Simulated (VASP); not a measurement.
A run of VASP 6.6.1 is set up as follows.

The input INCAR:

```
  PREC = Accurate
  ENCUT = 520
  EDIFF = 1E-6
  ISMEAR = -1
  SIGMA = 0.1
  LREAL = F
  LASPH = T
  NELM = 100
  ALGO = Normal
  ISIF = 2
  LWAVE = F
  LCHARG = F
  GGA = RE
  NBANDS = 19
```

Contents of KPOINTS:

```
Automatic mesh
0
Gamma
  19 19 9
```

The input POSCAR:

```
Cd
1.0
    3.0002019458      0.0000000000      0.0000000000
   -1.5001009729      2.5982511015      0.0000000000
    0.0000000000      0.0000000000      5.9403769679
Cd
2
Direct
    0.3333333333      0.6666666667      0.2500000000
    0.6666666667      0.3333333333      0.7500000000
```

Potentials or basis: VASP PAW PBE potentials, release 64 (Cd).

Run with:

```console
$ cat potpaw_PBE.64/Cd/POTCAR > POTCAR
$ mpirun -np 1 vasp_std > vasp.out
```

Problem. Predict the pressure.

Solution. 2.1 GPa.

Problem. Predict the band gap on the k mesh.

Solution. Zero (bands 12 and 13 overlap by 4.02 eV).

Stress tensor (GPa, compression positive):
```
2.69 0.00 0.00
0.00 2.69 0.00
0.00 0.00 0.88
```

Caveat: the PAW data sets were made with another functional, which shifts forces and pressure a little.
